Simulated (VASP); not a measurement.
## BeAl6: single point with PBE

BeAl6:

```
Be Al
1.0
     5.44426   -0.17315    0.03081
    -0.17991    4.94503    0.51863
     0.03392    0.52976    4.43242
Be Al
1 6
Direct
  0.16496 0.01425 0.96766
  0.65597 0.09165 0.92425
  0.87971 0.56341 0.05495
  0.89528 0.92814 0.46352
  0.12542 0.42139 0.57432
  0.39022 0.94448 0.46885
  0.38845 0.53669 0.04644
```

```json
{"Program": "VASP 6.6.1", "Task": "single point", "Functional": "PBE", "Potentials or basis": "VASP PAW PBE potentials, release 64 (Be, Al)", "Cutoff": "520 eV", "k mesh": "4 × 4 × 4", "Occupations": "gaussian, width 0.2 eV", "Spin": "no spin polarisation"}
```

The pressure is 0.0 GPa. The largest force is 0.011 eV/Å. The band gap on the k mesh is zero (bands 10 and 11 overlap by 3.24 eV).

Forces in eV/Å, atoms in the order of the input:
```
Be   0.004 -0.003  0.004
Al   0.001 -0.007  0.000
Al  -0.004  0.001 -0.003
Al  -0.003 -0.005  0.004
Al   0.003  0.010 -0.004
Al   0.000  0.001  0.001
Al   0.000  0.002 -0.003
```

Levels at points of the mesh, in eV from the Fermi level:
```csv
k point,band 7,band 8,band 9,band 10,band 11,band 12,band 13,band 14
"(0.00, 0.00, 0.00)",-2.33,-0.88,-0.75,-0.45,0.38,0.65,1.04,1.18
"(0.50, 0.00, 0.00)",-2.60,-1.99,-1.69,-1.07,-0.35,-0.09,0.48,1.27
"(0.00, 0.50, 0.00)",-3.09,-2.66,-0.63,0.36,1.06,1.26,2.08,2.21
"(0.50, 0.50, 0.00)",-1.95,-1.23,-0.22,0.43,0.71,1.13,1.66,2.30
"(0.00, 0.00, 0.50)",-3.50,-3.24,-1.73,-0.68,-0.08,0.52,1.29,1.50
"(0.50, 0.00, 0.50)",-2.57,-2.29,-1.15,-0.38,0.49,0.78,1.55,2.40
"(0.00, 0.50, 0.50)",-3.01,-2.68,-2.11,-1.58,-1.14,0.32,2.12,2.58
"(0.50, 0.50, 0.50)",-4.83,-3.65,1.90,2.10,2.55,2.66,3.00,3.28
```

It took 94 s on 1 thread of Oxide Virtual Turin-like Processor, with other jobs on the host, peak memory 0.22 GiB.

Caveat: the k points lie up to 0.36 Å⁻¹ apart, too coarse for converged energies and pressures of a metal.
